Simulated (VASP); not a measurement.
# CuO (Cccm) in VASP: single point with PBE+D3(BJ)

Aim: the single point of CuO with PBE+D3(BJ).

All numbers are computed with VASP 6.6.1; they aren't measurements. Logs are shortened: lines on timing, memory, paths and dates and some standing lists are left out, and cuts for length are marked.

## 1. The cell of the first run

The typed cell holds 4 atoms: a = 2.911 Å, b = 2.911 Å, c = 5.144 Å, α = 90.00°, β = 90.00°, γ = 89.93°.

## 2. Single point, PBE+D3(BJ)

File INCAR:

```
PREC = Accurate ; ENCUT = 520
EDIFF = 1E-6 ; ISMEAR = 0
SIGMA = 0.1 ; LREAL = False
LASPH = True ; NELM = 80
ALGO = Normal ; ISIF = 2
LWAVE = False ; LCHARG = False
GGA = PE ; IVDW = 12
NBANDS = 25
```

File KPOINTS:

```
Automatic mesh
0
Gamma
  14 14 8
```

File POSCAR:

```
CuO
1.0
    2.0529228475     -2.0569810600      0.1639512126
    2.0529228475      2.0569810600      0.1639512126
   -0.4095744528      0.0000000000      5.1275962317
Cu O
2 2
Direct
   -0.0057500000      0.4942500000      0.0018500000
    0.4942500000     -0.0057500000      0.5018500000
    0.4942541293      0.4942458707      0.2518500000
    0.4942458707      0.4942541293      0.7518500000
```

Potentials or basis: VASP PAW PBE potentials, release 64 (Cu, O).

Started as:

```console
> cat potpaw_PBE.64/Cu/POTCAR potpaw_PBE.64/O/POTCAR > POTCAR
> mpirun -np 1 vasp_std > vasp.out
```

OUTCAR:

```text
PREC = Accurate
   ENCUT = 520
   EDIFF = 1E-6
   ISMEAR = 0
   LREAL = False
   LASPH = True
   NELM = 80
   ISIF = 2
   GGA = PE
   IVDW = 12
 IVDW          = 12

 ion  position               nearest neighbor table
   1  0.994  0.494  0.002-   3 1.94   4 1.94   4 1.94   3 1.94
   2  0.494  0.994  0.502-   4 1.94   3 1.94   4 1.94   3 1.94
   3  0.494  0.494  0.252-   2 1.94   1 1.94   2 1.94   1 1.94
   4  0.494  0.494  0.752-   1 1.94   2 1.94   2 1.94   1 1.94

  LATTYP: Found a simple monoclinic cell.
 ALAT       =     2.9107633533
 B/A-ratio  =     1.7672092458
 C/A-ratio  =     1.4133619331
 COS(beta)  =    -0.7066809666

  Lattice vectors:

 A1 = (   2.0529228475,   2.0569810600,   0.1639512126)
 A2 = (  -0.4095744528,   0.0000000000,   5.1275962317)
 A3 = (   0.0000000000,  -4.1139621200,   0.0000000000)

Analysis of symmetry for initial positions (statically):
=====================================================================
 Subroutine PRICEL returns:
 Original cell was already a primitive cell.

 Routine SETGRP: Setting up the symmetry group for a
 simple monoclinic supercell.

 Subroutine GETGRP returns: Found  4 space group operations
 (whereof  1 operations were pure point group operations)
 out of a pool of  4 trial point group operations.

The static configuration has the point symmetry C_1 .
 The point group associated with its full space group is C_2h.

Analysis of symmetry for dynamics (positions and initial velocities):
=====================================================================
 Subroutine PRICEL returns:
 Original cell was already a primitive cell.

 Routine SETGRP: Setting up the symmetry group for a
 simple monoclinic supercell.

 Subroutine GETGRP returns: Found  4 space group operations
 (whereof  1 operations were pure point group operations)
 out of a pool of  4 trial point group operations.

The dynamic configuration has the point symmetry C_1 .
 The point group associated with its full space group is C_2h.

 Subroutine INISYM returns: Found  4 space group operations
 (whereof  1 operations are pure point group operations),
 and found     1 'primitive' translations

----------------------------------------------------------------------------------------

                                     Primitive cell

  volume of cell :      43.5821

  direct lattice vectors                    reciprocal lattice vectors
     2.052922848 -2.056981060  0.163951213     0.242011363 -0.243074674  0.019331021
     2.052922848  2.056981060  0.163951213     0.242011363  0.243074674  0.019331021
    -0.409574453  0.000000000  5.127596232    -0.015476280  0.000000000  0.193786965

  length of vectors
     2.910763353  2.910763353  5.143927910     0.343552740  0.343552740  0.194403969

  position of ions in fractional coordinates (direct lattice)
     0.994250000  0.494250000  0.001850000
     0.494250000  0.994250000  0.501850000
     0.494254129  0.494245871  0.251850000
     0.494245871  0.494254129  0.751850000

  ion indices of the primitive-cell ions
   primitive index   ion index
                 1           1
                 2           2
                 3           3
                 4           4

----------------------------------------------------------------------------------------

 KPOINTS: Automatic mesh

Automatic generation of k-mesh.
 Grid dimensions read from file:
 generate k-points for:   14   14    8

 Generating k-lattice:

  Cartesian coordinates                     Fractional coordinates (reciprocal lattice)
     0.017286526 -0.017362477  0.001380787     0.071428571 -0.000000000 -0.000000000
     0.017286526  0.017362477  0.001380787    -0.000000000  0.071428571 -0.000000000
    -0.001934535  0.000000000  0.024223371     0.000000000  0.000000000  0.125000000

  Length of vectors
     0.024539481  0.024539481  0.024300496

  Shift w.r.t. Gamma in fractional coordinates (k-lattice)
     0.000000000  0.000000000  0.000000000

 Subroutine IBZKPT returns following result:
 ===========================================

 Found    500 irreducible k-points:

 Following reciprocal coordinates:
            Coordinates               Weight
  0.000000  0.000000  0.000000      1.000000
  0.071429 -0.000000  0.000000      2.000000
  0.000000 -0.071429  0.000000      2.000000
  0.142857 -0.000000 -0.000000      2.000000
  0.000000 -0.142857  0.000000      2.000000
  0.214286 -0.000000 -0.000000      2.000000
[... 16 lines left out ...]
  0.357143  0.071429  0.000000      2.000000
 -0.071429 -0.357143  0.000000      2.000000
 [... further k-points ...]
   k-points           NKPTS =    500   k-points in BZ     NKDIM =    500   number of bands    NBANDS=     25
   number of dos      NEDOS =    301   number of ions     NIONS =      4
   total plane-waves  NPLWV =  23040
   dimension x,y,z NGX =    24 NGY =   24 NGZ =   40
   dimension x,y,z NGXF=    48 NGYF=   48 NGZF=   80
   ions per type =               2   2
   NGX,Y,Z   is equivalent  to a cutoff of  13.71, 13.71, 12.93 a.u.
   NGXF,Y,Z  is equivalent  to a cutoff of  27.41, 27.41, 25.86 a.u.
 SYSTEM =  unknown system
   PREC   = accura    normal or accurate (medium, high low for compatibility)
   ISTART =      0    job   : 0-new  1-cont  2-samecut
   ICHARG =      2    charge: 1-file 2-atom 10-const
   ISPIN  =      1    spin polarized calculation?
   LNONCOLLINEAR =      F non collinear calculations
   LSORBIT =      F    spin-orbit coupling
   LASPH  =      T    aspherical Exc in radial PAW
   ENCUT  =  520.0 eV  38.22 Ry    6.18 a.u.   5.41  5.41  9.56*2*pi/ulx,y,z
   NELM   =     80;   NELMIN=  2; NELMDL= -5     # of ELM steps
   EDIFF  = 0.1E-05   stopping-criterion for ELM
   LREAL  =      F    real-space projection
   EDIFFG = 0.1E-04   stopping-criterion for IOM
   NSW    =      0    number of steps for IOM
   IBRION =     -1    ionic relax: 0-MD 1-quasi-New 2-CG
   NFREE  =      0    steps in history (QN), initial steepest desc. (CG)
   ISIF   =      2    stress and relaxation
   ISYM   =      2    0-nonsym 1-usesym 2-fastsym
   POTIM  = 0.5000    time-step for ionic-motion
   TEBEG  =    0.0;   TEEND  =   0.0 temperature during run
   PSTRESS=    0.0 pullay stress
   NELECT =      34.0000    total number of electrons
   NUPDOWN=      -1.0000    fix difference up-down
   EMIN   =  10.00;   EMAX   =-10.00  energy-range for DOS
   EFERMI =   0.00;   METHOD = LEGACY
   ISMEAR =     0;   SIGMA  =   0.10  broadening in eV -4-tet -1-fermi 0-gaus
   EFERMI_NEDOS =   21; number of points for ismear=-14 and -15
   IALGO  =     38    algorithm
   IMIX   =      4    mixing-type and parameters
     AMIX     =   0.40;   BMIX     =  1.00
     AMIX_MAG =   1.60;   BMIX_MAG =  1.00
  volume/ion in A,a.u.               =      10.90        73.53
  Fermi-wavevector in a.u.,A,eV,Ry     =   1.507064  2.847938 30.902121  2.271242
  Thomas-Fermi vector in A             =   2.617699
   LORBIT       =      0    0 simple, 1 ext, 2 COOP (PROOUT), +10 PAW based schemes
   GGA     = PE    functional components
   LHFCALC =     F    Hartree Fock is set to
   AEXX    =    0.0000 exact exchange contribution
   IVDW    =    12    specifies the selected vdW correction
   LEPSILON=     F    determine dielectric tensor
   LRPA    =     F    only Hartree local field effects (RPA)
 non-spin polarized calculation
 Gauss-broadening in eV      SIGMA  =   0.10
  energy-cutoff  :      520.00
  volume of cell :       43.58
 maximum number of plane-waves:      1199
 NGX is ok and might be reduce to    24
   NGX = 11   NGY = 11   NGZ = 19

 number of electron      33.9999999 magnetization

 Free energy of the ion-electron system (eV)
  ---------------------------------------------------
  ext. energy  EPLUGINS =         0.00000000
  ---------------------------------------------------
  free energy    TOTEN  =       -19.71529611 eV

  energy without entropy =      -19.70238609  energy(sigma->0) =      -19.70884110

 E-fermi :   5.1120     XC(G=0): -11.4130

 val. band max:        5.1111057240   @ k =  -0.0714  -0.4286  -0.1250
 cond. band min:       5.1229109623   @ k =  -0.2143   0.0714   0.1250
 fundamental gap:      0.0118052383
 Fermi energy:         5.1119912726

 k-point     1 :       0.0000    0.0000    0.0000
  band No.  band energies     occupation
      1     -14.8284      2.00000
      2     -13.5036      2.00000
      3      -3.1534      2.00000
      4      -0.4131      2.00000
      5      -0.4106      2.00000
      6       1.2820      2.00000
[... 17 lines left out ...]
     24      19.7421      0.00000
     25      20.0162      0.00000

 k-point     2 :       0.0714   -0.0000    0.0000
  band No.  band energies     occupation
      1     -14.8004      2.00000
      2     -13.4949      2.00000
      3      -3.1050      2.00000
      4      -0.4412      2.00000
      5      -0.3977      2.00000
      6       0.9816      2.00000
[... 17 lines left out ...]
     24      19.8330      0.00000
     25      20.0533      0.00000

 k-point     3 :       0.0000   -0.0714    0.0000
  band No.  band energies     occupation
      1     -14.8004      2.00000
      2     -13.4949      2.00000
      3      -3.1050      2.00000
      4      -0.4409      2.00000
      5      -0.3979      2.00000
      6       0.9816      2.00000
[... 17 lines left out ...]
     24      19.8331      0.00000
     25      20.0555      0.00000

 k-point     4 :       0.1429   -0.0000   -0.0000
  band No.  band energies     occupation
      1     -14.7205      2.00000
      2     -13.4703      2.00000
      3      -2.9662      2.00000
      4      -0.5126      2.00000
      5      -0.3580      2.00000
      6       0.3364      2.00000
[... 17 lines left out ...]
     24      20.0711      0.00000
     25      20.1011      0.00000

 k-point     5 :       0.0000   -0.1429    0.0000
  band No.  band energies     occupation
      1     -14.7205      2.00000
      2     -13.4703      2.00000
      3      -2.9662      2.00000
      4      -0.5124      2.00000
      5      -0.3583      2.00000
      6       0.3364      2.00000
[... 17 lines left out ...]
     24      20.0702      0.00000
     25      20.1002      0.00000

 k-point     6 :       0.2143   -0.0000   -0.0000
  band No.  band energies     occupation
      1     -14.6013      2.00000
      2     -13.4345      2.00000
      3      -2.7572      2.00000
      4      -0.5904      2.00000
      5      -0.3881      2.00000
      6      -0.2995      2.00000
[... 17 lines left out ...]
     24      19.9922      0.00000
     25      20.2938      0.00000
[... 393 lines left out ...]
 k-point    21 :       0.2857    0.0714   -0.0000
  band No.  band energies     occupation
      1     -14.4373      2.00000
      2     -13.3872      2.00000
      3      -2.4627      2.00000
      4      -1.0509      2.00000
      5      -0.6213      2.00000
      6      -0.2584      2.00000
[... 17 lines left out ...]
     24      19.3879      0.00000
     25      19.7005      0.00000

 k-point    22 :      -0.0714   -0.2857    0.0000
  band No.  band energies     occupation
      1     -14.4373      2.00000
      2     -13.3872      2.00000
      3      -2.4628      2.00000
      4      -1.0509      2.00000
      5      -0.6211      2.00000
      6      -0.2587      2.00000
[... 17 lines left out ...]
     24      19.3880      0.00000
     25      19.7004      0.00000

 k-point    23 :       0.3571    0.0714    0.0000
  band No.  band energies     occupation
      1     -14.3084      2.00000
      2     -13.3512      2.00000
      3      -2.2288      2.00000
      4      -1.5957      2.00000
      5      -0.6194      2.00000
      6      -0.2027      2.00000
[... 17 lines left out ...]
     24      18.9805      0.00000
     25      19.5033      0.00000

 k-point    24 :      -0.0714   -0.3571    0.0000
  band No.  band energies     occupation
      1     -14.3084      2.00000
      2     -13.3512      2.00000
      3      -2.2288      2.00000
      4      -1.5956      2.00000
      5      -0.6193      2.00000
      6      -0.2030      2.00000
[... 17 lines left out ...]
     24      18.9804      0.00000
     25      19.5034      0.00000

 [... further k-points ...]

------------------------ aborting loop because EDIFF is reached ----------------------------------------

 Edisp (eV)   -1.05335

 E8    (eV) :    -0.4051

  FORCE on cell =-STRESS in cart. coord.  units (eV):
  Direction    XX          YY          ZZ          XY          YZ          ZX
  --------------------------------------------------------------------------------------
  -------------------------------------------------------------------------------------
  Total       0.15903     0.16076     0.28334     0.00174     0.00014    -0.01000
  in kB       5.84642     5.90979    10.41632     0.06395     0.00511    -0.36745
  external pressure =        7.39 kB  Pullay stress =        0.00 kB

 VOLUME and BASIS-vectors are now :
 -----------------------------------------------------------------------------
  energy-cutoff  :      520.00
  volume of cell :       43.58
      direct lattice vectors                 reciprocal lattice vectors
     2.052922848 -2.056981060  0.163951213     0.242011363 -0.243074674  0.019331021
     2.052922848  2.056981060  0.163951213     0.242011363  0.243074674  0.019331021
    -0.409574453  0.000000000  5.127596232    -0.015476280  0.000000000  0.193786965

 POSITION                                       TOTAL-FORCE (eV/Angst)
 -----------------------------------------------------------------------------------
      3.05502     -1.02849      0.25353         0.000000     -0.000000      0.000000
      2.85023      1.02849      2.81733         0.000000     -0.000000      0.000000
      1.92616     -0.00002      1.45345        -0.000042     -0.000000      0.000526
      1.72138      0.00002      4.01725         0.000042      0.000000     -0.000526
 -----------------------------------------------------------------------------------
    total drift:                                0.000572     -0.000000     -0.000254

  FREE ENERGIE OF THE ION-ELECTRON SYSTEM (eV)
  ---------------------------------------------------
  free  energy   TOTEN  =       -20.7686433507 eV

  energy  without entropy=      -20.7557333393  energy(sigma->0) =      -20.76218835
```

Wall time 7.4 min (1 thread of Intel Xeon Platinum 8259CL at 2.50GHz (Skylake/Cascade Lake), shared host); peak memory 0.53 GiB.

Results:

* Free energy: -20.7686 eV
* Pressure: 0.7 GPa
* Band gap on the k mesh: zero (bands 17 and 18 overlap by 1.17 eV)
* Dispersion energy per atom: -0.263 eV

Levels at points of the mesh, in eV from the Fermi level:
| k point | band 14 | band 15 | band 16 | band 17 | band 18 | band 19 | band 20 | band 21 |
| --- | --- | --- | --- | --- | --- | --- | --- | --- |
| (0.00, 0.00, 0.00) | -2.44 | -2.35 | -1.99 | 0.66 | 0.66 | 1.45 | 6.13 | 7.33 |
| (0.50, 0.00, 0.00) | -1.95 | -1.62 | -1.54 | 0.21 | 0.45 | 3.63 | 5.93 | 6.55 |
| (0.00, 0.50, 0.00) | -1.95 | -1.62 | -1.54 | 0.21 | 0.45 | 3.63 | 5.93 | 6.55 |
| (0.50, 0.50, 0.00) | -2.40 | -1.63 | -1.23 | -1.23 | 1.14 | 2.11 | 7.17 | 9.93 |
| (0.00, 0.00, 0.50) | -2.36 | -1.59 | -1.59 | 0.09 | 0.09 | 3.52 | 3.52 | 11.65 |
| (0.50, 0.00, 0.50) | -2.42 | -2.07 | -1.87 | -0.17 | 0.67 | 4.28 | 5.92 | 8.33 |
| (0.00, 0.50, 0.50) | -2.42 | -2.07 | -1.87 | -0.17 | 0.67 | 4.28 | 5.92 | 8.33 |
| (0.50, 0.50, 0.50) | -1.98 | -1.45 | -1.45 | -0.51 | -0.51 | 3.97 | 3.97 | 10.65 |

Caveat: semilocal functionals often make such compounds metallic where correlation or magnetic order opens a gap, which also shifts bond lengths. With open d or f shells a metallic result of PBE can be an artefact of self-interaction; +U or a hybrid may open a gap.
